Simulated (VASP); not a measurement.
# Rh (Fm-3m) in VASP: a series of runs

The runs below take Rh through single point, relaxation of cell and atoms, with PBEsol.

All numbers are computed with VASP 6.6.1; they aren't measurements. Logs are shortened: lines on timing, memory, paths and dates and some standing lists are left out, and cuts for length are marked.

## (1) The cell of the first run

It takes space group Fm-3m (No. 225, cubic). The conventional cell has a = 3.783 Å, b = 3.783 Å, c = 3.783 Å, α = 90.00°, β = 90.00°, γ = 90.00°. Rh (site symmetry m-3m) has 12 Rh at 2.68 Å within 3.5 Å.

## (2) Single point, PBEsol

The input, INCAR:

```
SYSTEM = Rh
PREC = Accurate ; ENCUT = 520
EDIFF = 1E-6 ; ISMEAR = 1
SIGMA = 0.05 ; LREAL = .False.
LASPH = .True. ; NELM = 60
ALGO = Normal ; ISIF = 2
LWAVE = .False. ; LCHARG = .False.
GGA = PS ; NBANDS = 14
```

The input, KPOINTS:

```
regular mesh
0
Gamma
  8 8 8
  0 0 0
```

The input, POSCAR:

```
Rh
1.0
    0.0000000000      1.8915802121      1.8915802121
    1.8915802121      0.0000000000      1.8915802121
    1.8915802121      1.8915802121      0.0000000000
Rh
1
Direct
    0.0000000000      0.0000000000      0.0000000000
```

Potentials or basis: VASP PAW PBE potentials, release 64 (Rh_pv).

The run is started by

```bash
$ cat potpaw_PBE.64/Rh_pv/POTCAR > POTCAR
$ mpirun -np 1 vasp_std > vasp.out
```

OUTCAR:

```text
SYSTEM = Rh
   PREC = Accurate
   ENCUT = 520
   EDIFF = 1E-6
   ISMEAR = 1
   LREAL = .False.
   LASPH = .True.
   NELM = 60
   ISIF = 2
   GGA = PS

 ion  position               nearest neighbor table
   1  0.000  0.000  0.000-

  LATTYP: Found a face centered cubic cell.
 ALAT       =     3.7831604242

  Lattice vectors:

 A1 = (   0.0000000000,   1.8915802121,   1.8915802121)
 A2 = (   1.8915802121,   0.0000000000,   1.8915802121)
 A3 = (   1.8915802121,   1.8915802121,   0.0000000000)

Analysis of symmetry for initial positions (statically):
=====================================================================
 Subroutine PRICEL returns:
 Original cell was already a primitive cell.

 Routine SETGRP: Setting up the symmetry group for a
 face centered cubic supercell.

 Subroutine GETGRP returns: Found 48 space group operations
 (whereof 48 operations were pure point group operations)
 out of a pool of 48 trial point group operations.

The static configuration has the point symmetry O_h .

Analysis of symmetry for dynamics (positions and initial velocities):
=====================================================================
 Subroutine PRICEL returns:
 Original cell was already a primitive cell.

 Routine SETGRP: Setting up the symmetry group for a
 face centered cubic supercell.

 Subroutine GETGRP returns: Found 48 space group operations
 (whereof 48 operations were pure point group operations)
 out of a pool of 48 trial point group operations.

The dynamic configuration has the point symmetry O_h .

 Subroutine INISYM returns: Found 48 space group operations
 (whereof 48 operations are pure point group operations),
 and found     1 'primitive' translations

----------------------------------------------------------------------------------------

                                     Primitive cell

  volume of cell :      13.5364

  direct lattice vectors                    reciprocal lattice vectors
     0.000000000  1.891580212  1.891580212    -0.264329261  0.264329261  0.264329261
     1.891580212  0.000000000  1.891580212     0.264329261 -0.264329261  0.264329261
     1.891580212  1.891580212  0.000000000     0.264329261  0.264329261 -0.264329261

  length of vectors
     2.675098390  2.675098390  2.675098390     0.457831710  0.457831710  0.457831710

  position of ions in fractional coordinates (direct lattice)
     0.000000000  0.000000000  0.000000000

  ion indices of the primitive-cell ions
   primitive index   ion index
                 1           1

----------------------------------------------------------------------------------------

 KPOINTS: regular mesh

Automatic generation of k-mesh.
 Grid dimensions read from file:
 generate k-points for:    8    8    8

 Generating k-lattice:

  Cartesian coordinates                     Fractional coordinates (reciprocal lattice)
    -0.033041158  0.033041158  0.033041158     0.125000000  0.000000000  0.000000000
     0.033041158 -0.033041158  0.033041158     0.000000000  0.125000000  0.000000000
     0.033041158  0.033041158 -0.033041158     0.000000000  0.000000000  0.125000000

  Length of vectors
     0.057228964  0.057228964  0.057228964

  Shift w.r.t. Gamma in fractional coordinates (k-lattice)
     0.000000000  0.000000000  0.000000000

 Subroutine IBZKPT returns following result:
 ===========================================

 Found     29 irreducible k-points:

 Following reciprocal coordinates:
            Coordinates               Weight
  0.000000  0.000000  0.000000      1.000000
  0.125000  0.000000  0.000000      8.000000
  0.250000  0.000000  0.000000      8.000000
  0.375000  0.000000  0.000000      8.000000
  0.500000  0.000000  0.000000      4.000000
  0.125000  0.125000  0.000000      6.000000
[... 16 lines left out ...]
  0.500000  0.250000  0.125000     48.000000
 -0.375000  0.250000  0.125000     24.000000
 [... further k-points ...]
   k-points           NKPTS =     29   k-points in BZ     NKDIM =     29   number of bands    NBANDS=     14
   number of dos      NEDOS =    301   number of ions     NIONS =      1
   total plane-waves  NPLWV =   8000
   dimension x,y,z NGX =    20 NGY =   20 NGZ =   20
   dimension x,y,z NGXF=    40 NGYF=   40 NGZF=   40
   ions per type =               1
   NGX,Y,Z   is equivalent  to a cutoff of  12.43, 12.43, 12.43 a.u.
   NGXF,Y,Z  is equivalent  to a cutoff of  24.86, 24.86, 24.86 a.u.
 SYSTEM =  Rh
   PREC   = accura    normal or accurate (medium, high low for compatibility)
   ISTART =      0    job   : 0-new  1-cont  2-samecut
   ICHARG =      2    charge: 1-file 2-atom 10-const
   ISPIN  =      1    spin polarized calculation?
   LNONCOLLINEAR =      F non collinear calculations
   LSORBIT =      F    spin-orbit coupling
   LASPH  =      T    aspherical Exc in radial PAW
   ENCUT  =  520.0 eV  38.22 Ry    6.18 a.u.   4.97  4.97  4.97*2*pi/ulx,y,z
   NELM   =     60;   NELMIN=  2; NELMDL= -5     # of ELM steps
   EDIFF  = 0.1E-05   stopping-criterion for ELM
   LREAL  =      F    real-space projection
   EDIFFG = 0.1E-04   stopping-criterion for IOM
   NSW    =      0    number of steps for IOM
   IBRION =     -1    ionic relax: 0-MD 1-quasi-New 2-CG
   NFREE  =      0    steps in history (QN), initial steepest desc. (CG)
   ISIF   =      2    stress and relaxation
   ISYM   =      2    0-nonsym 1-usesym 2-fastsym
   POTIM  = 0.5000    time-step for ionic-motion
   TEBEG  =    0.0;   TEEND  =   0.0 temperature during run
   PSTRESS=    0.0 pullay stress
   NELECT =      15.0000    total number of electrons
   NUPDOWN=      -1.0000    fix difference up-down
   EMIN   =  10.00;   EMAX   =-10.00  energy-range for DOS
   EFERMI =   0.00;   METHOD = LEGACY
   ISMEAR =     1;   SIGMA  =   0.05  broadening in eV -4-tet -1-fermi 0-gaus
   EFERMI_NEDOS =   21; number of points for ismear=-14 and -15
   IALGO  =     38    algorithm
   IMIX   =      4    mixing-type and parameters
     AMIX     =   0.40;   BMIX     =  1.00
     AMIX_MAG =   1.60;   BMIX_MAG =  1.00
  volume/ion in A,a.u.               =      13.54        91.35
  Fermi-wavevector in a.u.,A,eV,Ry     =   1.694093  3.201371 39.048039  2.869950
  Thomas-Fermi vector in A             =   2.775380
   LORBIT       =      0    0 simple, 1 ext, 2 COOP (PROOUT), +10 PAW based schemes
   GGA     = PS    functional components
   LHFCALC =     F    Hartree Fock is set to
   AEXX    =    0.0000 exact exchange contribution
   IVDW    =     0    specifies the selected vdW correction
   LEPSILON=     F    determine dielectric tensor
   LRPA    =     F    only Hartree local field effects (RPA)
 non-spin polarized calculation
 Methfessel and Paxton  Order N= 1 SIGMA  =   0.05
  energy-cutoff  :      520.00
  volume of cell :       13.54
 maximum number of plane-waves:       380
   NGX =  9   NGY =  9   NGZ =  9

 number of electron      15.0000007 magnetization

 Free energy of the ion-electron system (eV)
  ---------------------------------------------------
  ext. energy  EPLUGINS =         0.00000000
  ---------------------------------------------------
  free energy    TOTEN  =        -8.10204276 eV

  energy without entropy =       -8.10216775  energy(sigma->0) =       -8.10208442

 E-fermi :  12.0599     XC(G=0): -14.3139

 val. band max:       12.0531119461   @ k =  -0.3750   0.2500   0.0000
 cond. band min:      12.1537462701   @ k =   0.3750   0.0000   0.0000
 fundamental gap:      0.1006343240
 Fermi energy:        12.0598791295

 k-point     1 :       0.0000    0.0000    0.0000
  band No.  band energies     occupation
      1     -34.2822      2.00000
      2     -34.2822      2.00000
      3     -34.2822      2.00000
      4       3.8725      2.00000
      5       8.8877      2.00000
      6       8.8877      2.00000
      7       8.8877      2.00000
      8      11.0690      2.00000
      9      11.0690      2.00000
     10      27.9507      0.00000
     11      32.4375      0.00000
     12      33.5081      0.00000
     13      33.5081      0.00000
     14      33.5081      0.00000

 k-point     2 :       0.1250    0.0000    0.0000
  band No.  band energies     occupation
      1     -34.4000      2.00000
      2     -34.2981      2.00000
      3     -34.2981      2.00000
      4       4.4854      2.00000
      5       8.6440      2.00000
      6       9.1088      2.00000
      7       9.1088      2.00000
      8      10.9640      2.00000
      9      10.9640      2.00000
     10      28.8006      0.00000
     11      30.9448      0.00000
     12      32.4405      0.00000
     13      34.4286      0.00000
     14      34.4286      0.00000

 k-point     3 :       0.2500    0.0000    0.0000
  band No.  band energies     occupation
      1     -34.6789      2.00000
      2     -34.3362      2.00000
      3     -34.3362      2.00000
      4       5.6930      2.00000
      5       8.7393      2.00000
      6       9.2652      2.00000
      7       9.2652      2.00000
      8      11.2252      2.00000
      9      11.2252      2.00000
     10      27.2053      0.00000
     11      29.6105      0.00000
     12      32.4391      0.00000
     13      36.6026      0.00000
     14      36.6026      0.00000

 k-point     4 :       0.3750    0.0000    0.0000
  band No.  band energies     occupation
      1     -34.9504      2.00000
      2     -34.3740      2.00000
      3     -34.3740      2.00000
      4       5.8770      2.00000
      5       8.9809      2.00000
      6       8.9809      2.00000
      7      10.8418      2.00000
      8      12.1537     -0.02328
      9      12.1537     -0.02328
     10      23.2375      0.00000
     11      28.2030      0.00000
     12      32.4399      0.00000
     13      34.7861      0.00000
     14      34.7861      0.00000

 k-point     5 :       0.5000    0.0000    0.0000
  band No.  band energies     occupation
      1     -35.0609      2.00000
      2     -34.3896      2.00000
      3     -34.3896      2.00000
      4       5.7525      2.00000
      5       8.8196      2.00000
      6       8.8196      2.00000
      7      12.6664     -0.00000
      8      12.6664     -0.00000
      9      12.6797     -0.00000
     10      20.8073      0.00000
     11      27.4705      0.00000
[... 276 lines left out ...]
 k-point    22 :       0.3750    0.2500    0.1250
  band No.  band energies     occupation
      1     -34.7460      2.00000
      2     -34.4807      2.00000
      3     -34.3851      2.00000
      4       6.8261      2.00000
      5       7.5238      2.00000
      6       8.9008      2.00000
      7      10.5517      2.00000
      8      10.7710      2.00000
      9      12.8858     -0.00000
     10      27.6843      0.00000
     11      29.1124      0.00000
     12      31.7954      0.00000
     13      32.4501      0.00000
     14      33.8607      0.00000

 k-point    23 :       0.5000    0.2500    0.1250
  band No.  band energies     occupation
      1     -34.8924      2.00000
      2     -34.5670      2.00000
      3     -34.4305      2.00000
      4       6.9755      2.00000
      5       8.0418      2.00000
      6       8.5764      2.00000
      7      10.2980      2.00000
      8      11.9351      2.00237
      9      15.2293      0.00000
     10      23.7707      0.00000
     11      28.0233      0.00000
     12      29.8583      0.00000
     13      32.4426      0.00000
     14      34.5461      0.00000

 k-point    24 :      -0.3750    0.2500    0.1250
  band No.  band energies     occupation
      1     -34.9552      2.00000
      2     -34.5941      2.00000
      3     -34.4551      2.00000
      4       6.9037      2.00000
      5       7.7948      2.00000
      6       9.3058      2.00000
      7      10.0046      2.00000
      8      12.4598     -0.00000
      9      17.5067      0.00000
     10      20.5744      0.00000
     11      28.1873      0.00000
     12      28.9845      0.00000
     13      32.4433      0.00000
     14      33.2869      0.00000

 [... further k-points ...]

------------------------ aborting loop because EDIFF is reached ----------------------------------------

  FORCE on cell =-STRESS in cart. coord.  units (eV):
  Direction    XX          YY          ZZ          XY          YZ          ZX
  --------------------------------------------------------------------------------------
  -------------------------------------------------------------------------------------
  Total       -0.0029008     -0.0029008     -0.0029008      0.0000000     -0.0000000      0.0000000
  in kB       -0.3433372     -0.3433372     -0.3433372      0.0000000     -0.0000000      0.0000000
  external PRESSURE =      -0.3433372 kB  Pullay stress =       0.0000000 kB

 VOLUME and BASIS-vectors are now :
 -----------------------------------------------------------------------------
  energy-cutoff  :      520.00
  volume of cell :       13.54
      direct lattice vectors                 reciprocal lattice vectors
     0.000000000  1.891580212  1.891580212    -0.264329261  0.264329261  0.264329261
     1.891580212  0.000000000  1.891580212     0.264329261 -0.264329261  0.264329261
     1.891580212  1.891580212  0.000000000     0.264329261  0.264329261 -0.264329261

 POSITION                                       TOTAL-FORCE (eV/Angst)
 -----------------------------------------------------------------------------------
      0.00000      0.00000      0.00000         0.000000      0.000000      0.000000
 -----------------------------------------------------------------------------------
    total drift:                                0.000000      0.000000      0.000000

  FREE ENERGIE OF THE ION-ELECTRON SYSTEM (eV)
  ---------------------------------------------------
  free  energy   TOTEN  =        -8.1020427595 eV

  energy  without entropy=       -8.1021677545  energy(sigma->0) =       -8.10208442
```

It took 2.8 s on 1 thread of Intel Xeon 6975P-C, shared host; peak memory 0.13 GiB.

Results:

| Quantity | Value |
| --- | --- |
| Free energy | -8.1020 eV |
| Pressure | 0.0 GPa |

Caveat: the PAW data sets were made with another functional, which shifts forces and pressure a little.

## (3) Relaxation of cell and atoms, PBEsol

This run uses another cell than the first one, of 13.67 Å³/atom, 1.010 times its volume.

The input, INCAR:

```
SYSTEM = Rh
PREC = Accurate ; ENCUT = 600
EDIFF = 1E-6 ; ISMEAR = 1
SIGMA = 0.05 ; LREAL = .False.
LASPH = .True. ; NELM = 60
ALGO = Normal ; ISIF = 3
LWAVE = .False. ; LCHARG = .False.
GGA = PS ; IBRION = 2
NSW = 80 ; EDIFFG = -0.01
```

The input, KPOINTS:

```
Automatic mesh
0
Gamma
  8 8 8
  0 0 0
```

The input, POSCAR:

```
Rh
1.0
    0.0000000000      1.8978500000      1.8978500000
    1.8978500000      0.0000000000      1.8978500000
    1.8978500000      1.8978500000      0.0000000000
Rh
1
Direct
    0.0000000000      0.0000000000      0.0000000000
```

Potentials or basis: VASP PAW PBE potentials, release 64 (Rh_pv).

The run is started by

```bash
$ cat potpaw_PBE.64/Rh_pv/POTCAR > POTCAR
$ mpirun -np 1 vasp_std > vasp.out
```

It took 6.9 s on 1 thread of Intel Xeon 6975P-C, shared host; peak memory 0.15 GiB.

Results (log left out):

```
Free energy                            : -8.1026 eV
Relaxed volume                         : 13.53 Å³/atom
Relaxed cell                           : a = 2.675 Å, b = 2.675 Å, c = 2.675 Å, α = 60.00°, β = 60.00°, γ = 60.00°
Space group after relaxing (to 0.05 Å) : Fm-3m (No. 225)
Energy gained by relaxing              : 1.3 meV/atom
Ionic steps                            : 3
Pressure after relaxing                : 0.0 GPa
```

Step by step:
```tsv
step	energy change (eV)	largest force (eV/Å)	pressure (GPa)	volume (Å³)
1	0.0000	0.0000	-2.98	13.67
2	0.0078	0.0000	8.44	13.17
3	-0.0013	0.0000	-0.03	13.53
```

Final structure:
```yaml
crystal:
  lattice:
    - [0.00000, 1.89133, 1.89133]
    - [1.89133, 0.00000, 1.89133]
    - [1.89133, 1.89133, 0.00000]
  atoms:
    - { symbol: Rh, position: [0.00000, 0.00000, 0.00000] }
```

Levels at points of the mesh, in eV from the Fermi level:
| k point | band 4 | band 5 | band 6 | band 7 | band 8 | band 9 | band 10 | band 11 |
| --- | --- | --- | --- | --- | --- | --- | --- | --- |
| (0.00, 0.00, 0.00) | -8.19 | -3.17 | -3.17 | -3.17 | -0.99 | -0.99 | 15.89 | 20.38 |
| (0.50, 0.00, 0.00) | -6.31 | -3.24 | -3.24 | 0.61 | 0.61 | 0.62 | 8.75 | 15.41 |
| (0.50, 0.50, 0.00) | -6.50 | -6.13 | 0.59 | 1.03 | 1.03 | 3.18 | 12.43 | 13.31 |

Caveat: the PAW data sets were made with another functional, which shifts forces and pressure a little.
